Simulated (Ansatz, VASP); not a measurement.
As in VASP and in Ansatz

```
CELL_PARAMETERS angstrom
1.84318 1.06416 3.51406
-1.84318 1.06416 3.51406
0.00000 -2.12832 3.51406
ATOMIC_POSITIONS crystal
As 0.22600 0.22600 0.22600
As 0.77400 0.77400 0.77400
```

Alike in both runs: task single point; functional PBEsol; k mesh 7 × 7 × 7; occupations fermi-dirac, width 0.05 eV; no spin polarisation.

|  | VASP | Ansatz |
| --- | --- | --- |
| version | VASP 6.6.1 | Ansatz 0.2.0 |
| potentials or method | VASP PAW PBE potentials, release 64 (As) | Ansatz PAW |
| plane-wave cutoff (eV) | 520 | 420 |
| valence electrons in the cell | 10 | 30 |

|  | VASP | Ansatz | Ansatz less VASP |
| --- | --- | --- | --- |
| gap on the k mesh at the Fermi level (eV) | none | none | - |
| pressure (GPa) | 4.6 | 4.1 | -0.54 |
| traceless stress, the component that is largest in VASP (GPa) | -2.04 | -1.90 | +0.144 |
| rms of the force components (eV/Å) | 0.381 | 0.331 | -0.0494 |

VASP's potentials were made for PBE, not for PBEsol. Atom by atom the forces differ by 0.049 eV/Å (rms over components). A gap of «none» marks a metal or a gap that the smearing closes. VASP's potentials hold 10 valence electrons a cell and Ansatz's 30, so a difference there can come from the potentials and not from the codes.
